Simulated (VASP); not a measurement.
Write the native input for VASP 6.6.1 that does the following.

- Task: single point
- Functional: PBEsol
- Potentials or basis: VASP PAW PBE potentials, release 64 (Al)
- Cutoff: 520 eV
- k mesh: 24 × 24 × 14
- Occupations: gaussian, width 0.15 eV
- Spin: no spin polarisation
- Dipole correction: no
- Further INCAR settings: ALGO = Fast; EDIFF = 1e-06; NBANDS = 10

The structure of Al lies in POSCAR:

```
Al
1.0
    2.8073184568      0.0000000000      0.0000000000
   -1.4036592284      2.4312091001      0.0000000000
    0.0000000000      0.0000000000      4.6373174459
Al
2
Direct
    0.6666666667      0.3333333333      0.7500000000
    0.3333333333      0.6666666667      0.2500000000
```

This cell differs from its parent crystal: strain -0.0150 x Voigt [1, 1, 0, 0, 0, 0].

The input as run:

INCAR

```
ALGO = Fast
EDIFF = 1E-6
ENCUT = 520
GGA = PS
ISIF = 2
ISMEAR = 0
LASPH = True
LCHARG = False
LREAL = False
LWAVE = False
NBANDS = 10
NELM = 100
PREC = Accurate
SIGMA = 0.15
```

KPOINTS

```
k-points
0
Gamma
  24 24 14
```

Potentials or basis: VASP PAW PBE potentials, release 64 (Al).

Command:

```console
$ cat potpaw_PBE.64/Al/POTCAR > POTCAR
$ mpirun -np 1 vasp_std > vasp.out
```

It gave:

The pressure is 2.7 GPa and the band gap on the k mesh is zero (band 3 reaches 12.53 eV, above the bottom of band 4 at 5.15 eV).

Caveat: the cell differs from its parent crystal (strain -0.0150 x Voigt [1, 1, 0, 0, 0, 0]); the PAW data sets were made with another functional, which shifts forces and pressure a little.

Wall time 69 s on 1 thread of Intel(R) Xeon(R) Platinum 8375C CPU @ 2.90GHz (Ice Lake) (shared host), peak memory 0.24 GiB.
